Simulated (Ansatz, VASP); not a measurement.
One calculation of KZnF3, two programs

```
K Zn F
1.0
     4.04617    0.00000    0.00000
     0.00000    4.04617    0.00000
     0.00000    0.00000    4.04617
K Zn F
1 1 3
Direct
  0.00000 0.00000 0.00000
  0.50000 0.50000 0.50000
  0.50000 0.50000 0.00000
  0.00000 0.50000 0.50000
  0.50000 0.00000 0.50000
```

Alike in both runs: task single point; functional PBE; k mesh 6 × 6 × 6; occupations fermi-dirac, width 0.02 eV; no spin polarisation.

|  | VASP | Ansatz |
| --- | --- | --- |
| version | VASP 6.6.1 | Ansatz 0.2.0 |
| potentials or method | VASP PAW PBE potentials, release 64 (K_sv, Zn, F) | plane waves, PAW |
| plane-wave cutoff (eV) | 520 | 420 |
| valence electrons in the cell | 42 | 42 |

VASP gave:

| Property | Result |
| --- | --- |
| gap on the k mesh at the Fermi level (eV) | 3.80 |
| pressure (GPa) | 5.2 |

**Question.** What did Ansatz give for the same quantities?

**Answer.** gap on the k mesh at the Fermi level (eV): 3.87; pressure (GPa): 4.8.

With one functional, cell and mesh, what is left measures potentials, basis and numerics.
